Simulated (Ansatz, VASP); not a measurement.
GaN in VASP and in Ansatz

```
Ga N
1.0
     3.18900    0.00000    0.01913
    -1.59450    2.76176   -0.00957
     0.03111    0.00000    5.18500
Ga N
2 2
Direct
  0.33251 0.66665 0.00001
  0.66586 0.33335 0.50001
  0.33417 0.66670 0.37699
  0.66747 0.33330 0.87699
```

Alike in both runs: functional PBE; k mesh 8 × 8 × 5; occupations gaussian, width 0.05 eV; no spin polarisation.

Ansatz relaxed the structure, and its values are those at the end. VASP's run is a single point on that final structure, the one shown.

|  | VASP | Ansatz |
| --- | --- | --- |
| version | VASP 6.6.1 | Ansatz 0.2.0 |
| potentials or method | VASP PAW PBE potentials, release 64 (Ga_d, N) | scalar-relativistic, plane waves, PAW |
| plane-wave cutoff (eV) | 520 | 420 |
| valence electrons in the cell | 36 | 36 |

VASP gave:

- pressure (GPa): 5.5

Q: What did Ansatz give for the same quantities?

A: Pressure (GPa): 5.4.

With one functional, cell and mesh, what is left measures potentials, basis and numerics. Ansatz's warnings: stress scf threshold loose.
